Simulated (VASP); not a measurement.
# NbH2 in VASP: further runs, part 2 of 2

VASP 6.6.1. The steps go on from the part before.

## 3. Single point, PBEsol

INCAR

```
ALGO = Normal
EDIFF = 1E-6
ENCUT = 520
GGA = PS
ISIF = 2
ISMEAR = -1
LASPH = True
LCHARG = False
LREAL = False
LWAVE = False
NBANDS = 14
NELM = 80
PREC = Accurate
SIGMA = 0.05
```

KPOINTS

```
k-points
0
Gamma
  10 10 1
```

POSCAR

```
NbH2
1.0
    2.7331800000      0.0000000000      0.0000000000
    0.0000000000      2.7331800000      0.0000000000
    0.0000000000      0.0000000000     26.0815000000
Nb H
1 2
Direct
    0.5000000000      0.5000000000      0.3328000000
    0.0000000000      0.5000000000      0.2827600000
    0.5000000000      0.0000000000      0.2827600000
```

Potentials or basis: VASP PAW PBE potentials, release 64 (Nb_sv, H).

Launch:

```console
$ cat potpaw_PBE.64/Nb_sv/POTCAR potpaw_PBE.64/H/POTCAR > POTCAR
$ mpirun -np 1 vasp_std > vasp.out
```

OUTCAR:

```text
EDIFF = 1E-6
   ENCUT = 520
   GGA = PS
   ISIF = 2
   ISMEAR = -1
   LASPH = True
   LREAL = False
   NELM = 80
   PREC = Accurate

 ion  position               nearest neighbor table
   1  0.500  0.500  0.333-   2 1.89   3 1.89   3 1.89   2 1.89
   2  0.000  0.500  0.283-   1 1.89   1 1.89
   3  0.500  0.000  0.283-   1 1.89   1 1.89

  LATTYP: Found a simple tetragonal cell.
 ALAT       =     2.7331800000
 C/A-ratio  =     9.5425475088

  Lattice vectors:

 A1 = (   2.7331800000,   0.0000000000,   0.0000000000)
 A2 = (   0.0000000000,   2.7331800000,   0.0000000000)
 A3 = (   0.0000000000,   0.0000000000,  26.0815000000)

Analysis of symmetry for initial positions (statically):
=====================================================================
 Subroutine PRICEL returns:
 Original cell was already a primitive cell.

 Routine SETGRP: Setting up the symmetry group for a
 simple tetragonal supercell.

 Subroutine GETGRP returns: Found  8 space group operations
 (whereof  8 operations were pure point group operations)
 out of a pool of 16 trial point group operations.

The static configuration has the point symmetry C_4v.

Analysis of symmetry for dynamics (positions and initial velocities):
=====================================================================
 Subroutine PRICEL returns:
 Original cell was already a primitive cell.

 Routine SETGRP: Setting up the symmetry group for a
 simple tetragonal supercell.

 Subroutine GETGRP returns: Found  8 space group operations
 (whereof  8 operations were pure point group operations)
 out of a pool of 16 trial point group operations.

The dynamic configuration has the point symmetry C_4v.

 Subroutine INISYM returns: Found  8 space group operations
 (whereof  8 operations are pure point group operations),
 and found     1 'primitive' translations

----------------------------------------------------------------------------------------

                                     Primitive cell

  volume of cell :     194.8359

  direct lattice vectors                    reciprocal lattice vectors
     2.733180000  0.000000000  0.000000000     0.365874183  0.000000000  0.000000000
     0.000000000  2.733180000  0.000000000     0.000000000  0.365874183  0.000000000
     0.000000000  0.000000000 26.081500000     0.000000000  0.000000000  0.038341353

  length of vectors
     2.733180000  2.733180000 26.081500000     0.365874183  0.365874183  0.038341353

  position of ions in fractional coordinates (direct lattice)
     0.500000000  0.500000000  0.332800000
     0.000000000  0.500000000  0.282760000
     0.500000000  0.000000000  0.282760000

  ion indices of the primitive-cell ions
   primitive index   ion index
                 1           1
                 2           2
                 3           3

----------------------------------------------------------------------------------------

 KPOINTS: k-points

Automatic generation of k-mesh.
 Grid dimensions read from file:
[... 25 lines left out ...]
  0.300000  0.000000  0.000000      4.000000
  0.400000  0.000000  0.000000      4.000000
  0.500000  0.000000  0.000000      2.000000
[... 13 lines left out ...]
  0.500000  0.400000  0.000000      4.000000
  0.500000  0.500000  0.000000      1.000000
   k-points           NKPTS =     21   k-points in BZ     NKDIM =     21   number of bands    NBANDS=     14
   number of dos      NEDOS =    301   number of ions     NIONS =      3
   total plane-waves  NPLWV =  78400
   dimension x,y,z NGX =    20 NGY =   20 NGZ =  196
   dimension x,y,z NGXF=    40 NGYF=   40 NGZF=  392
   ions per type =               1   2
   NGX,Y,Z   is equivalent  to a cutoff of  12.17, 12.17, 12.49 a.u.
   NGXF,Y,Z  is equivalent  to a cutoff of  24.33, 24.33, 24.99 a.u.
 SYSTEM =  unknown system
   PREC   = accura    normal or accurate (medium, high low for compatibility)
   ISTART =      0    job   : 0-new  1-cont  2-samecut
   ICHARG =      2    charge: 1-file 2-atom 10-const
   ISPIN  =      1    spin polarized calculation?
   LNONCOLLINEAR =      F non collinear calculations
   LSORBIT =      F    spin-orbit coupling
   LASPH  =      T    aspherical Exc in radial PAW
   ENCUT  =  520.0 eV  38.22 Ry    6.18 a.u.   5.08  5.08 48.49*2*pi/ulx,y,z
   NELM   =     80;   NELMIN=  2; NELMDL= -5     # of ELM steps
   EDIFF  = 0.1E-05   stopping-criterion for ELM
   LREAL  =      F    real-space projection
   EDIFFG = 0.1E-04   stopping-criterion for IOM
   NSW    =      0    number of steps for IOM
   IBRION =     -1    ionic relax: 0-MD 1-quasi-New 2-CG
   NFREE  =      0    steps in history (QN), initial steepest desc. (CG)
   ISIF   =      2    stress and relaxation
   ISYM   =      2    0-nonsym 1-usesym 2-fastsym
   POTIM  = 0.5000    time-step for ionic-motion
   TEBEG  =    0.0;   TEEND  =   0.0 temperature during run
   PSTRESS=    0.0 pullay stress
   NELECT =      15.0000    total number of electrons
   NUPDOWN=      -1.0000    fix difference up-down
   EMIN   =  10.00;   EMAX   =-10.00  energy-range for DOS
   EFERMI =   0.00;   METHOD = LEGACY
   ISMEAR =    -1;   SIGMA  =   0.05  broadening in eV -4-tet -1-fermi 0-gaus
   EFERMI_NEDOS =   21; number of points for ismear=-14 and -15
   IALGO  =     38    algorithm
   IMIX   =      4    mixing-type and parameters
     AMIX     =   0.40;   BMIX     =  1.00
     AMIX_MAG =   1.60;   BMIX_MAG =  1.00
  volume/ion in A,a.u.               =      64.95       438.27
  Fermi-wavevector in a.u.,A,eV,Ry     =   0.696438  1.316076  6.599171  0.485025
  Thomas-Fermi vector in A             =   1.779488
   LORBIT       =      0    0 simple, 1 ext, 2 COOP (PROOUT), +10 PAW based schemes
   GGA     = PS    functional components
   LHFCALC =     F    Hartree Fock is set to
   AEXX    =    0.0000 exact exchange contribution
   IVDW    =     0    specifies the selected vdW correction
   LEPSILON=     F    determine dielectric tensor
   LRPA    =     F    only Hartree local field effects (RPA)
 non-spin polarized calculation
  energy-cutoff  :      520.00
  volume of cell :      194.84
 maximum number of plane-waves:      5288
   NGX = 11   NGY = 11   NGZ = 97

 number of electron      14.9999995 magnetization

 Free energy of the ion-electron system (eV)
  ---------------------------------------------------
  ext. energy  EPLUGINS =         0.00000000
  ---------------------------------------------------
  free energy    TOTEN  =       -15.86710324 eV

  energy without entropy =      -15.85250781  energy(sigma->0) =      -15.85980553

 E-fermi :  -3.4352     XC(G=0):  -2.1755

 val. band max:       -3.4493227389   @ k =   0.4000   0.1000   0.0000
 cond. band min:      -3.2253074303   @ k =   0.4000   0.2000   0.0000
 fundamental gap:      0.2240153086
 Fermi energy:        -3.4351609633

 k-point     1 :       0.0000    0.0000    0.0000
  band No.  band energies     occupation
      1     -58.2313      2.00000
      2     -34.4051      2.00000
      3     -33.5872      2.00000
      4     -33.5872      2.00000
      5     -10.8549      2.00000
      6      -6.9978      2.00000
      7      -6.1672      2.00000
      8      -3.6757      1.98383
      9      -0.6448      0.00000
     10      -0.6448      0.00000
     11       1.2689      0.00000
     12       1.4736      0.00000
     13       1.5380      0.00000
     14       1.8746      0.00000
[... 326 lines left out ...]
      1     -57.8820      2.00000
      2     -34.7827      2.00000
      3     -34.7827      2.00000
      4     -34.0299      2.00000
      5      -7.1029      2.00000
      6      -7.1029      2.00000
      7      -7.0234      2.00000
      8      -1.5143      0.00000
      9       0.1357      0.00000
     10       0.1357      0.00000
     11       3.4769      0.00000
     12       4.4650      0.00000
     13       6.3104      0.00000
     14       7.8256      0.00000

------------------------ aborting loop because EDIFF is reached ----------------------------------------

  FORCE on cell =-STRESS in cart. coord.  units (eV):
  Direction    XX          YY          ZZ          XY          YZ          ZX
  --------------------------------------------------------------------------------------
  -------------------------------------------------------------------------------------
  Total       -0.8005271     -0.8005271     -0.1103188      0.0000000      0.0000000      0.0000000
  in kB       -6.5829048     -6.5829048     -0.9071753      0.0000000      0.0000000      0.0000000
  external PRESSURE =      -4.6909950 kB  Pullay stress =       0.0000000 kB

 VOLUME and BASIS-vectors are now :
 -----------------------------------------------------------------------------
  energy-cutoff  :      520.00
  volume of cell :      194.84
      direct lattice vectors                 reciprocal lattice vectors
     2.733180000  0.000000000  0.000000000     0.365874183  0.000000000  0.000000000
     0.000000000  2.733180000  0.000000000     0.000000000  0.365874183  0.000000000
     0.000000000  0.000000000 26.081500000     0.000000000  0.000000000  0.038341353

 POSITION                                       TOTAL-FORCE (eV/Angst)
 -----------------------------------------------------------------------------------
      1.36659      1.36659      8.67992        -0.000000      0.000000     -0.057690
      0.00000      1.36659      7.37480         0.000000     -0.000000      0.028845
      1.36659      0.00000      7.37480        -0.000000     -0.000000      0.028845
 -----------------------------------------------------------------------------------
    total drift:                                0.000000      0.000000     -0.000177

  FREE ENERGIE OF THE ION-ELECTRON SYSTEM (eV)
  ---------------------------------------------------
  free  energy   TOTEN  =       -15.8671032378 eV

  energy  without entropy=      -15.8525078139  energy(sigma->0) =      -15.85980553
```

stdout:

```text
POSCAR found type information on POSCAR NbH
 POSCAR found :  2 types and       3 ions
 scaLAPACK will be used
 -----------------------------------------------------------------------------
|                                                                             |
|                                                                             |
|     You enforced a specific xc type in the INCAR file but a different       |
|     I HOPE YOU KNOW WHAT YOU ARE DOING!                                     |
|                                                                             |
 -----------------------------------------------------------------------------

 LDA part: xc-table for (Slater+PW92), standard interpolation
 POSCAR, INCAR and KPOINTS ok, starting setup
 FFT: planning ... GRIDC
 FFT: planning ... GRID_SOFT
 FFT: planning ... GRID
 WAVECAR not read
 entering main loop
```

It took 1.8 min on 1 thread of AMD EPYC 7R13, shared host; peak memory 0.25 GiB.

What came out:

```
Free energy   : -15.8671 eV
Largest force : 0.058 eV/Å
```

Forces on the atoms (eV/Å):
```
Nb   0.000  0.000 -0.058
H    0.000  0.000  0.029
H    0.000  0.000  0.029
```

Caveat: the PAW data sets were made with another functional, which shifts forces and pressure a little.
